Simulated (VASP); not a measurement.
# SnH5 (P6/mmm) in VASP: relaxation of cell and atoms with PBE

Aim: the relaxation of cell and atoms of SnH5 with PBE.

Everything below comes from runs of VASP 6.6.1. Logs are shortened: lines on timing, memory, paths and dates and some standing lists are left out, and cuts for length are marked.

## 1. The cell of the first run

The structure is hexagonal, space group P6/mmm (No. 191). Conventional cell: a = 2.931 Å, b = 2.931 Å, c = 8.683 Å, α = 90.00°, β = 90.00°, γ = 120.00°. Within 2.4 Å of Sn (site symmetry 6/mmm) lie 2 H at 1.79 Å. H (site symmetry mmm) has 4 H at 1.47 Å within 2.0 Å. H (site symmetry 6mm) has 1 Sn at 1.79 Å within 2.4 Å.

The cell was generated, and may not be a known phase.

## 2. Relaxation of cell and atoms, PBE

File INCAR:

```
PREC = Accurate
ENCUT = 1230
EDIFF = 1E-7
ISMEAR = 0
SIGMA = 0.1
LREAL = F
LASPH = T
NELM = 120
ALGO = Normal
ISIF = 3
LWAVE = F
LCHARG = F
GGA = PE
IBRION = 2
NSW = 100
EDIFFG = -0.01
GGA_COMPAT = F
NELMIN = 4
```

File KPOINTS:

```
Automatic mesh
0
Gamma
  12 12 6
```

File POSCAR:

```
SnH5
1.0
    2.9313463886      0.0000000000      0.0000000000
   -1.4656731943      2.5386204398      0.0000000000
    0.0000000000      0.0000000000      8.6827698370
Sn H
1 5
Direct
    0.0000000000      0.0000000000      0.5000000000
    0.5000000000      0.0000000000      0.0000000000
    0.0000000000      0.5000000000      0.0000000000
    0.5000000000      0.5000000000      0.0000000000
    0.0000000000      0.0000000000      0.2939849012
    0.0000000000      0.0000000000      0.7060150988
```

Potentials or basis: VASP PAW PBE potentials, release 64 (Sn_d, H_h).

The run is started by

```console
> cat potpaw_PBE.64/Sn_d/POTCAR potpaw_PBE.64/H_h/POTCAR > POTCAR
> mpirun -np 1 vasp_std > vasp.out
```

OUTCAR:

```text
PREC = Accurate
   ENCUT = 1230
   EDIFF = 1E-7
   ISMEAR = 0
   LREAL = F
   LASPH = T
   NELM = 120
   ISIF = 3
   GGA = PE
   IBRION = 2
   NSW = 100
   EDIFFG = -0.01
   NELMIN = 4

 ion  position               nearest neighbor table
   1  0.000  0.000  0.500-   5 1.79   6 1.79
   2  0.500  0.000  0.000-
   3  0.000  0.500  0.000-
   4  0.500  0.500  0.000-
   5  0.000  0.000  0.294-   1 1.79
   6  0.000  0.000  0.706-   1 1.79

  LATTYP: Found a hexagonal cell.
 ALAT       =     2.9313463886
 C/A-ratio  =     2.9620415625

  Lattice vectors:

 A1 = (   2.9313463886,   0.0000000000,   0.0000000000)
 A2 = (  -1.4656731943,   2.5386204398,   0.0000000000)
 A3 = (   0.0000000000,   0.0000000000,   8.6827698370)

Analysis of symmetry for initial positions (statically):
=====================================================================
 Subroutine PRICEL returns:
 Original cell was already a primitive cell.

 Routine SETGRP: Setting up the symmetry group for a
 hexagonal supercell.

 Subroutine GETGRP returns: Found 24 space group operations
 (whereof 24 operations were pure point group operations)
 out of a pool of 24 trial point group operations.

The static configuration has the point symmetry D_6h.

Analysis of symmetry for dynamics (positions and initial velocities):
=====================================================================
 Subroutine PRICEL returns:
 Original cell was already a primitive cell.

 Routine SETGRP: Setting up the symmetry group for a
 hexagonal supercell.

 Subroutine GETGRP returns: Found 24 space group operations
 (whereof 24 operations were pure point group operations)
 out of a pool of 24 trial point group operations.

The dynamic configuration has the point symmetry D_6h.

 Subroutine INISYM returns: Found 24 space group operations
 (whereof 24 operations are pure point group operations),
 and found     1 'primitive' translations

----------------------------------------------------------------------------------------

                                     Primitive cell

  volume of cell :      64.6135

  direct lattice vectors                    reciprocal lattice vectors
     2.931346389  0.000000000  0.000000000     0.341140168  0.196957368  0.000000000
    -1.465673194  2.538620440  0.000000000     0.000000000  0.393914736  0.000000000
     0.000000000  0.000000000  8.682769837     0.000000000  0.000000000  0.115170622

  length of vectors
     2.931346389  2.931346389  8.682769837     0.393914736  0.393914736  0.115170622

  position of ions in fractional coordinates (direct lattice)
     0.000000000  0.000000000  0.500000000
     0.500000000  0.000000000  0.000000000
     0.000000000  0.500000000  0.000000000
     0.500000000  0.500000000  0.000000000
     0.000000000  0.000000000  0.293984901
     0.000000000  0.000000000  0.706015099

  ion indices of the primitive-cell ions
   primitive index   ion index
                 1           1
                 2           2
                 3           3
                 4           4
                 5           5
                 6           6

----------------------------------------------------------------------------------------

 KPOINTS: Automatic mesh

Automatic generation of k-mesh.
 Grid dimensions read from file:
 generate k-points for:   12   12    6

 Generating k-lattice:

  Cartesian coordinates                     Fractional coordinates (reciprocal lattice)
     0.028428347  0.016413114  0.000000000     0.083333333  0.000000000  0.000000000
     0.000000000  0.032826228  0.000000000     0.000000000  0.083333333  0.000000000
     0.000000000  0.000000000  0.019195104     0.000000000  0.000000000  0.166666667

  Length of vectors
     0.032826228  0.032826228  0.019195104

  Shift w.r.t. Gamma in fractional coordinates (k-lattice)
     0.000000000  0.000000000  0.000000000

 Subroutine IBZKPT returns following result:
 ===========================================

 Found     76 irreducible k-points:

 Following reciprocal coordinates:
            Coordinates               Weight
  0.000000  0.000000  0.000000      1.000000
  0.083333 -0.000000  0.000000      6.000000
  0.166667 -0.000000  0.000000      6.000000
  0.250000 -0.000000  0.000000      6.000000
  0.333333  0.000000  0.000000      6.000000
  0.416667 -0.000000  0.000000      6.000000
[... 16 lines left out ...]
  0.250000 -0.000000  0.166667     12.000000
  0.333333  0.000000  0.166667     12.000000
 [... further k-points ...]
   k-points           NKPTS =     76   k-points in BZ     NKDIM =     76   number of bands    NBANDS=     13
   number of dos      NEDOS =    301   number of ions     NIONS =      6
   total plane-waves  NPLWV = 129600
   dimension x,y,z NGX =    36 NGY =   36 NGZ =  100
   dimension x,y,z NGXF=    72 NGYF=   72 NGZF=  200
   ions per type =               1   5
   NGX,Y,Z   is equivalent  to a cutoff of  20.42, 20.42, 19.15 a.u.
   NGXF,Y,Z  is equivalent  to a cutoff of  40.83, 40.83, 38.29 a.u.
 SYSTEM =  unknown system
   PREC   = accura    normal or accurate (medium, high low for compatibility)
   ISTART =      0    job   : 0-new  1-cont  2-samecut
   ICHARG =      2    charge: 1-file 2-atom 10-const
   ISPIN  =      1    spin polarized calculation?
   LNONCOLLINEAR =      F non collinear calculations
   LSORBIT =      F    spin-orbit coupling
   LASPH  =      T    aspherical Exc in radial PAW
   ENCUT  = 1230.0 eV  90.40 Ry    9.51 a.u.   8.38  8.38 24.83*2*pi/ulx,y,z
   NELM   =    120;   NELMIN=  4; NELMDL= -5     # of ELM steps
   EDIFF  = 0.1E-06   stopping-criterion for ELM
   LREAL  =      F    real-space projection
   EDIFFG = -.1E-01   stopping-criterion for IOM
   NSW    =    100    number of steps for IOM
   IBRION =      2    ionic relax: 0-MD 1-quasi-New 2-CG
   NFREE  =      1    steps in history (QN), initial steepest desc. (CG)
   ISIF   =      3    stress and relaxation
   ISYM   =      2    0-nonsym 1-usesym 2-fastsym
   POTIM  = 0.5000    time-step for ionic-motion
   TEBEG  =    0.0;   TEEND  =   0.0 temperature during run
   PSTRESS=    0.0 pullay stress
   NELECT =      19.0000    total number of electrons
   NUPDOWN=      -1.0000    fix difference up-down
   EMIN   =  10.00;   EMAX   =-10.00  energy-range for DOS
   EFERMI =   0.00;   METHOD = LEGACY
   ISMEAR =     0;   SIGMA  =   0.10  broadening in eV -4-tet -1-fermi 0-gaus
   EFERMI_NEDOS =   21; number of points for ismear=-14 and -15
   IALGO  =     38    algorithm
   IMIX   =      4    mixing-type and parameters
     AMIX     =   0.40;   BMIX     =  1.00
     AMIX_MAG =   1.60;   BMIX_MAG =  1.00
  volume/ion in A,a.u.               =      10.77        72.67
  Fermi-wavevector in a.u.,A,eV,Ry     =   1.088642  2.057235 16.124819  1.185141
  Thomas-Fermi vector in A             =   2.224828
   LORBIT       =      0    0 simple, 1 ext, 2 COOP (PROOUT), +10 PAW based schemes
   GGA     = PE    functional components
   LHFCALC =     F    Hartree Fock is set to
   AEXX    =    0.0000 exact exchange contribution
   IVDW    =     0    specifies the selected vdW correction
   LEPSILON=     F    determine dielectric tensor
   LRPA    =     F    only Hartree local field effects (RPA)
 conjugate gradient relaxation of ions
 non-spin polarized calculation
 Gauss-broadening in eV      SIGMA  =   0.10
  energy-cutoff  :     1230.00
  volume of cell :       64.61
 maximum number of plane-waves:      6434
 NGX is ok and might be reduce to    36
   NGX = 17   NGY = 17   NGZ = 49

--------------------------------------- Ionic step        1  -------------------------------------------

 number of electron      19.0000000 magnetization

 Free energy of the ion-electron system (eV)
  ---------------------------------------------------
  ext. energy  EPLUGINS =         0.00000000
  ---------------------------------------------------
  free energy    TOTEN  =       -16.16779808 eV

  energy without entropy =      -16.15799696  energy(sigma->0) =      -16.16289752

------------------------ aborting loop because EDIFF is reached ----------------------------------------

  FORCE on cell =-STRESS in cart. coord.  units (eV):
  Direction    XX          YY          ZZ          XY          YZ          ZX
  --------------------------------------------------------------------------------------
  -------------------------------------------------------------------------------------
  Total        0.2161972      0.2161972      0.1045814      0.0000000     -0.0000000     -0.0000000
  in kB        5.3608974      5.3608974      2.5932339      0.0000000     -0.0000000     -0.0000000
  external PRESSURE =       4.4383429 kB  Pullay stress =       0.0000000 kB
[... 145 lines left out ...]
  energy  without entropy=      -16.1587601937  energy(sigma->0) =      -16.16361349

--------------------------------------- Ionic step        5  -------------------------------------------

 number of electron      19.0000000 magnetization

 Free energy of the ion-electron system (eV)
  ---------------------------------------------------
  ext. energy  EPLUGINS =         0.00000000
  ---------------------------------------------------
  free energy    TOTEN  =       -16.16852577 eV

  energy without entropy =      -16.15872383  energy(sigma->0) =      -16.16362480

 E-fermi :   1.4647     XC(G=0):  -8.2508

 val. band max:        1.4262106675   @ k =   0.1667   0.1667   0.1667
 cond. band min:       1.4746751890   @ k =   0.1667   0.1667   0.0000
 fundamental gap:      0.0484645215
 Fermi energy:         1.4647449529

 k-point     1 :       0.0000    0.0000    0.0000
  band No.  band energies     occupation
      1     -19.9673      2.00000
      2     -19.9673      2.00000
      3     -19.9134      2.00000
      4     -19.5034      2.00000
      5     -19.5034      2.00000
      6      -9.8339      2.00000
      7      -7.3239      2.00000
      8      -4.2614      2.00000
      9       0.9245      2.00000
     10       4.9094      0.00000
     11       9.7097      0.00000
     12       9.7097      0.00000
     13       9.9187      0.00000
[... 353 lines left out ...]
 k-point    24 :       0.3333    0.0000    0.1667
  band No.  band energies     occupation
      1     -20.1055      2.00000
      2     -19.6929      2.00000
      3     -19.6337      2.00000
      4     -19.6294      2.00000
      5     -19.5459      2.00000
      6      -7.1576      2.00000
      7      -5.0588      2.00000
      8      -2.3811      2.00000
      9       0.6537      2.00000
     10       2.4014      0.00000
     11       3.8732      0.00000
     12       7.7803      0.00000
     13       7.9621      0.00000

 [... further k-points ...]
[... 5 lines left out ...]
  --------------------------------------------------------------------------------------
  -------------------------------------------------------------------------------------
  Total       -0.0000150     -0.0000150      0.0085860      0.0000000     -0.0000000      0.0000000
  in kB       -0.0003684     -0.0003684      0.2113039      0.0000000     -0.0000000      0.0000000
  external PRESSURE =       0.0701890 kB  Pullay stress =       0.0000000 kB
[... 21 lines left out ...]
  FREE ENERGIE OF THE ION-ELECTRON SYSTEM (eV)
  ---------------------------------------------------
  free  energy   TOTEN  =       -16.1685257714 eV

  energy  without entropy=      -16.1587238251  energy(sigma->0) =      -16.16362480

 reached required accuracy - stopping structural energy minimisation
```

Run time: 5.9 min. Hardware: 1 thread of AMD EPYC 9R45 (Zen 5), shared host; peak memory 0.53 GiB.

Results:

```yaml
Free_energy: -16.1685 eV
Relaxed_volume: 10.85 Å³/atom
Relaxed_cell: a = 2.941 Å, b = 2.941 Å, c = 8.692 Å, α = 90.00°, β = 90.00°, γ = 120.00°
Space_group_after_relaxing_to_0.1_Å: P6/mmm (No. 191)
Energy_gained_by_relaxing: 0.1 meV/atom
Ionic_steps: 5
Pressure_after_relaxing: 0.0 GPa
Largest_force_after_relaxing: 0.010 eV/Å
Band_gap_on_the_k_mesh: zero (an odd number of electrons rules out a gap without spin polarisation)
```

Forces on the atoms (eV/Å):
```
Sn   0.000  0.000  0.000
H    0.000  0.000  0.000
H    0.000  0.000  0.000
H    0.000  0.000  0.000
H    0.000  0.000  0.010
H    0.000  0.000 -0.010
```

The path:
```
step  energy change (eV)  largest force (eV/Å)  pressure (GPa)  volume (Å³)
   1              0.0000                0.0105            0.44        64.61
   2             -0.0006                0.0109            0.16        64.89
   3             -0.0006                0.0334           -0.11        65.19
   4             -0.0007                0.0250           -0.01        65.08
   5             -0.0007                0.0095            0.01        65.10
```

Final structure:
```xyz
6
Lattice="2.9408 0.0000 0.0000 -1.4704 2.5468 0.0000 0.0000 0.0000 8.6920" Properties=species:S:1:pos:R:3 pbc="T T T"
Sn   -1.4704    2.5468    4.3460
H     0.0000    2.5468    0.0000
H    -0.7352    1.2734    0.0000
H     0.7352    1.2734    0.0000
H     0.0000    0.0000    2.5558
H     0.0000    0.0000    6.1362
```

Caveat: spin-orbit coupling is left out, which moves the levels of the heavy elements; an odd number of electrons without spin polarisation forces a metal; a magnetic or distorted state may lie lower.

The gap in the log of VASP goes by the Fermi energy; the results here count the filled bands.